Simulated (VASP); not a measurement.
# Hf (P6_3/mmc) in VASP: further runs

Hf is run at these levels: PBE, revPBE; tasks: single point.

Program: VASP 6.6.1. These are calculated values, not measurements. Logs are shortened: lines on timing, memory, paths and dates and some standing lists are left out, and cuts for length are marked.

**1. The cell of the first run**

The structure is hexagonal, space group P6_3/mmc (No. 194). The conventional cell has a = 3.197 Å, b = 3.197 Å, c = 5.058 Å, α = 90.00°, β = 90.00°, γ = 120.00°. Hf (site symmetry -6m2) has 12 Hf at 3.13 to 3.20 Å within 4.1 Å.

**2. Single point, PBE**

INCAR reads:

```
PREC     = Accurate       # precision mode
ENCUT    = 520            # plane-wave cutoff, eV
EDIFF    = 1E-7           # SCF threshold, eV
ISMEAR   = -1             # smearing method
SIGMA    = 0.05           # smearing width, eV
LREAL    = False          # projectors in reciprocal space
LASPH    = True           # aspherical terms in the spheres
NELM     = 100            # most SCF steps
ALGO     = Normal         # electronic algorithm
ISIF     = 2              # what is computed and relaxed
LWAVE    = False          # write WAVECAR
LCHARG   = False          # write CHGCAR
GGA      = PE             # functional
NBANDS   = 17             # bands
```

KPOINTS reads:

```
regular mesh
0
Gamma
  10 10 5
```

POSCAR reads:

```
Hf
1.0
    3.1967000000      0.0000000000      0.0000000000
   -1.5983500000      2.7684234083      0.0000000000
    0.0000000000      0.0000000000      5.0578000000
Hf
2
Direct
    0.6666666667      0.3333333333      0.7500000000
    0.3333333333      0.6666666667      0.2500000000
```

Potentials or basis: VASP PAW PBE potentials, release 64 (Hf_pv).

Launch:

```bash
$ cat potpaw_PBE.64/Hf_pv/POTCAR > POTCAR
$ mpirun -np 1 vasp_std > vasp.out
```

OUTCAR:

```text
PREC = Accurate
   ENCUT = 520
   EDIFF = 1E-7
   ISMEAR = -1
   LREAL = False
   LASPH = True
   NELM = 100
   ISIF = 2
   GGA = PE

 ion  position               nearest neighbor table
   1  0.667  0.333  0.750-   2 3.13   2 3.13   2 3.13   2 3.13   2 3.13   2 3.13
   2  0.333  0.667  0.250-   1 3.13   1 3.13   1 3.13   1 3.13   1 3.13   1 3.13

  LATTYP: Found a hexagonal cell.
 ALAT       =     3.1967000000
 C/A-ratio  =     1.5821941377

  Lattice vectors:

 A1 = (   3.1967000000,   0.0000000000,   0.0000000000)
 A2 = (  -1.5983500000,   2.7684234083,   0.0000000000)
 A3 = (   0.0000000000,   0.0000000000,   5.0578000000)

Analysis of symmetry for initial positions (statically):
=====================================================================
 Subroutine PRICEL returns:
 Original cell was already a primitive cell.

 Routine SETGRP: Setting up the symmetry group for a
 hexagonal supercell.

 Subroutine GETGRP returns: Found 24 space group operations
 (whereof 12 operations were pure point group operations)
 out of a pool of 24 trial point group operations.

The static configuration has the point symmetry D_3d.
 The point group associated with its full space group is D_6h.

Analysis of symmetry for dynamics (positions and initial velocities):
=====================================================================
 Subroutine PRICEL returns:
 Original cell was already a primitive cell.

 Routine SETGRP: Setting up the symmetry group for a
 hexagonal supercell.

 Subroutine GETGRP returns: Found 24 space group operations
 (whereof 12 operations were pure point group operations)
 out of a pool of 24 trial point group operations.

The dynamic configuration has the point symmetry D_3d.
 The point group associated with its full space group is D_6h.

 Subroutine INISYM returns: Found 24 space group operations
 (whereof 12 operations are pure point group operations),
 and found     1 'primitive' translations

----------------------------------------------------------------------------------------

                                     Primitive cell

  volume of cell :      44.7606

  direct lattice vectors                    reciprocal lattice vectors
     3.196700000  0.000000000  0.000000000     0.312822598  0.180608211  0.000000000
    -1.598350000  2.768423408  0.000000000     0.000000000  0.361216423  0.000000000
     0.000000000  0.000000000  5.057800000     0.000000000  0.000000000  0.197714421

  length of vectors
[... 80 lines left out ...]
   ENCUT  =  520.0 eV  38.22 Ry    6.18 a.u.   5.94  5.94  9.40*2*pi/ulx,y,z
   NELM   =    100;   NELMIN=  2; NELMDL= -5     # of ELM steps
   EDIFF  = 0.1E-06   stopping-criterion for ELM
   LREAL  =      F    real-space projection
   EDIFFG = 0.1E-05   stopping-criterion for IOM
   NSW    =      0    number of steps for IOM
   IBRION =     -1    ionic relax: 0-MD 1-quasi-New 2-CG
   NFREE  =      0    steps in history (QN), initial steepest desc. (CG)
   ISIF   =      2    stress and relaxation
   ISYM   =      2    0-nonsym 1-usesym 2-fastsym
   POTIM  = 0.5000    time-step for ionic-motion
   TEBEG  =    0.0;   TEEND  =   0.0 temperature during run
   PSTRESS=    0.0 pullay stress
   NELECT =      20.0000    total number of electrons
   NUPDOWN=      -1.0000    fix difference up-down
   EMIN   =  10.00;   EMAX   =-10.00  energy-range for DOS
   EFERMI =   0.00;   METHOD = LEGACY
   ISMEAR =    -1;   SIGMA  =   0.05  broadening in eV -4-tet -1-fermi 0-gaus
   EFERMI_NEDOS =   21; number of points for ismear=-14 and -15
   IALGO  =     38    algorithm
   IMIX   =      4    mixing-type and parameters
     AMIX     =   0.40;   BMIX     =  1.00
     AMIX_MAG =   1.60;   BMIX_MAG =  1.00
  volume/ion in A,a.u.               =      22.38       151.03
  Fermi-wavevector in a.u.,A,eV,Ry     =   1.251563  2.365112 21.312311  1.566411
  Thomas-Fermi vector in A             =   2.385505
   LORBIT       =      0    0 simple, 1 ext, 2 COOP (PROOUT), +10 PAW based schemes
   GGA     = PE    functional components
   LHFCALC =     F    Hartree Fock is set to
   AEXX    =    0.0000 exact exchange contribution
   IVDW    =     0    specifies the selected vdW correction
   LEPSILON=     F    determine dielectric tensor
   LRPA    =     F    only Hartree local field effects (RPA)
 non-spin polarized calculation
  energy-cutoff  :      520.00
  volume of cell :       44.76
 maximum number of plane-waves:      1220
 NGX is ok and might be reduce to    24
   NGX = 11   NGY = 11   NGZ = 19

 number of electron      20.0000004 magnetization

 Free energy of the ion-electron system (eV)
  ---------------------------------------------------
  ext. energy  EPLUGINS =         0.00000000
  ---------------------------------------------------
  free energy    TOTEN  =       -19.85507015 eV

  energy without entropy =      -19.84410881  energy(sigma->0) =      -19.84958948

 E-fermi :   4.9051     XC(G=0): -11.2811

 val. band max:        4.8948425697   @ k =   0.1000   0.1000   0.4000
 cond. band min:       4.9113000372   @ k =   0.1000   0.1000   0.2000
 fundamental gap:      0.0164574675
 Fermi energy:         4.9051338855

 k-point     1 :       0.0000    0.0000    0.0000
  band No.  band energies     occupation
      1     -26.1585      2.00000
      2     -25.4134      2.00000
      3     -25.4134      2.00000
      4     -25.2928      2.00000
      5     -25.2858      2.00000
      6     -25.2858      2.00000
[... 457 lines left out ...]
      4     -25.5823      2.00000
      5     -25.4888      2.00000
      6     -25.4167      2.00000
[... 9 lines left out ...]
     16      10.8534      0.00000
     17      11.6650      0.00000

 [... further k-points ...]

------------------------ aborting loop because EDIFF is reached ----------------------------------------

  FORCE on cell =-STRESS in cart. coord.  units (eV):
  Direction    XX          YY          ZZ          XY          YZ          ZX
  --------------------------------------------------------------------------------------
  -------------------------------------------------------------------------------------
  Total        0.0843153      0.0843153     -0.0392483      0.0000000      0.0000000      0.0000000
  in kB        3.0180113      3.0180113     -1.4048666      0.0000000      0.0000000      0.0000000
  external PRESSURE =       1.5437187 kB  Pullay stress =       0.0000000 kB

 VOLUME and BASIS-vectors are now :
 -----------------------------------------------------------------------------
  energy-cutoff  :      520.00
  volume of cell :       44.76
      direct lattice vectors                 reciprocal lattice vectors
     3.196700000  0.000000000  0.000000000     0.312822598  0.180608211  0.000000000
    -1.598350000  2.768423408  0.000000000     0.000000000  0.361216423  0.000000000
     0.000000000  0.000000000  5.057800000     0.000000000  0.000000000  0.197714421

 POSITION                                       TOTAL-FORCE (eV/Angst)
 -----------------------------------------------------------------------------------
      1.59835      0.92281      3.79335        -0.000000      0.000000      0.000000
     -0.00000      1.84562      1.26445         0.000000     -0.000000      0.000000
 -----------------------------------------------------------------------------------
    total drift:                               -0.000000      0.000000     -0.000000

  FREE ENERGIE OF THE ION-ELECTRON SYSTEM (eV)
  ---------------------------------------------------
  free  energy   TOTEN  =       -19.8550701496 eV

  energy  without entropy=      -19.8441088123  energy(sigma->0) =      -19.84958948
```

stdout:

```text
POSCAR found type information on POSCAR Hf
 POSCAR found :  1 types and       2 ions
 scaLAPACK will be used
 LDA part: xc-table for (Slater+PW92), standard interpolation
 POSCAR, INCAR and KPOINTS ok, starting setup
 FFT: planning ... GRIDC
 FFT: planning ... GRID_SOFT
 FFT: planning ... GRID
 WAVECAR not read
 entering main loop
```

It took 17 s on 1 thread of AMD EPYC 9R45 (Zen 5), shared host; peak memory 0.14 GiB.

Results:

- Free energy: -19.8551 eV
- Pressure: 0.2 GPa
- Band gap on the k mesh: zero (band 10 reaches 6.10 eV, above the bottom of band 11 at 4.59 eV)

Caveat: spin-orbit coupling is left out, which moves the levels of the heavy elements.

**3. Single point, revPBE**

INCAR reads:

```
SYSTEM = Hf
ALGO = Normal ; EDIFF = 1E-6
ENCUT = 520 ; GGA = RE
ISIF = 2 ; ISMEAR = 1
LASPH = .True. ; LCHARG = .False.
LREAL = .False. ; LWAVE = .False.
NBANDS = 17 ; NELM = 60
PREC = Accurate ; SIGMA = 0.01
```

KPOINTS reads:

```
k-points
0
Gamma
  10 10 5
  0 0 0
```

POSCAR is that of step 2.

Potentials or basis: VASP PAW PBE potentials, release 64 (Hf_pv).

Launch:

```bash
$ cat potpaw_PBE.64/Hf_pv/POTCAR > POTCAR
$ mpirun -np 1 vasp_std > vasp.out
```

OUTCAR:

```text
SYSTEM = Hf
   EDIFF = 1E-6
   ENCUT = 520
   GGA = RE
   ISIF = 2
   ISMEAR = 1
   LASPH = .True.
   LREAL = .False.
   NELM = 60
   PREC = Accurate

 ion  position               nearest neighbor table
   1  0.667  0.333  0.750-   2 3.13   2 3.13   2 3.13   2 3.13   2 3.13   2 3.13
   2  0.333  0.667  0.250-   1 3.13   1 3.13   1 3.13   1 3.13   1 3.13   1 3.13

  LATTYP: Found a hexagonal cell.
 ALAT       =     3.1967000000
 C/A-ratio  =     1.5821941377

  Lattice vectors:

 A1 = (   3.1967000000,   0.0000000000,   0.0000000000)
 A2 = (  -1.5983500000,   2.7684234083,   0.0000000000)
[... 651 lines left out ...]
      4     -25.5356      2.00000
      5     -25.4415      2.00000
      6     -25.3708      2.00000
[... 9 lines left out ...]
     16      10.9437      0.00000
     17      11.7546      0.00000

 [... further k-points ...]
[... 5 lines left out ...]
  --------------------------------------------------------------------------------------
  -------------------------------------------------------------------------------------
  Total        0.6438309      0.6438309      0.5644065      0.0000000     -0.0000000      0.0000000
  in kB       23.0455099     23.0455099     20.2025656      0.0000000     -0.0000000      0.0000000
  external PRESSURE =      22.0978618 kB  Pullay stress =       0.0000000 kB

 VOLUME and BASIS-vectors are now :
 -----------------------------------------------------------------------------
  energy-cutoff  :      520.00
  volume of cell :       44.76
      direct lattice vectors                 reciprocal lattice vectors
     3.196700000  0.000000000  0.000000000     0.312822598  0.180608211  0.000000000
    -1.598350000  2.768423408  0.000000000     0.000000000  0.361216423  0.000000000
     0.000000000  0.000000000  5.057800000     0.000000000  0.000000000  0.197714421

 POSITION                                       TOTAL-FORCE (eV/Angst)
 -----------------------------------------------------------------------------------
      1.59835      0.92281      3.79335        -0.000000     -0.000000      0.000000
     -0.00000      1.84562      1.26445         0.000000      0.000000      0.000000
 -----------------------------------------------------------------------------------
    total drift:                               -0.000000      0.000000     -0.000000

  FREE ENERGIE OF THE ION-ELECTRON SYSTEM (eV)
  ---------------------------------------------------
  free  energy   TOTEN  =       -19.1664932321 eV

  energy  without entropy=      -19.1664609879  energy(sigma->0) =      -19.16648248
```

OSZICAR:

```text
N       E                     dE             d eps       ncg     rms          rms(c)
DAV:   1     0.505469104300E+02    0.50547E+02   -0.11476E+04  1436   0.112E+03
DAV:   2    -0.178969629744E+02   -0.68444E+02   -0.66751E+02  1826   0.248E+02
DAV:   3    -0.198179227513E+02   -0.19210E+01   -0.19033E+01  1842   0.271E+01
DAV:   4    -0.198336834861E+02   -0.15761E-01   -0.15750E-01  1854   0.295E+00
DAV:   5    -0.198338344031E+02   -0.15092E-03   -0.15089E-03  1793   0.256E-01    0.649E+01
DAV:   6    -0.193457819517E+02    0.48805E+00   -0.47101E-01  1693   0.450E+00    0.381E+01
DAV:   7    -0.191745504068E+02    0.17123E+00   -0.78490E-01  1738   0.556E+00    0.235E+00
DAV:   8    -0.191665325243E+02    0.80179E-02   -0.43758E-02  1667   0.135E+00    0.122E+00
DAV:   9    -0.191665015245E+02    0.31000E-04   -0.92080E-04  1954   0.203E-01    0.157E-01
DAV:  10    -0.191664936078E+02    0.79167E-05   -0.92096E-05  1645   0.629E-02    0.238E-01
DAV:  11    -0.191664932312E+02    0.37659E-06   -0.16039E-05  1695   0.257E-02    0.462E-03
DAV:  12    -0.191664932321E+02   -0.97612E-09   -0.42287E-07  1073   0.468E-03
   1 F= -.19166493E+02 E0= -.19166482E+02  d E =-.322443E-04
```

It took 11 s on 1 thread of Intel Xeon Platinum 8375C at 2.90GHz (Ice Lake), shared host; peak memory 0.17 GiB.

Results:

```
Free energy            : -19.1665 eV
Pressure               : 2.2 GPa
Band gap on the k mesh : zero (band 10 reaches 6.19 eV, above the bottom of band 11 at 4.67 eV)
```

Caveat: the PAW data sets were made with another functional, which shifts forces and pressure a little; spin-orbit coupling is left out, which moves the levels of the heavy elements.
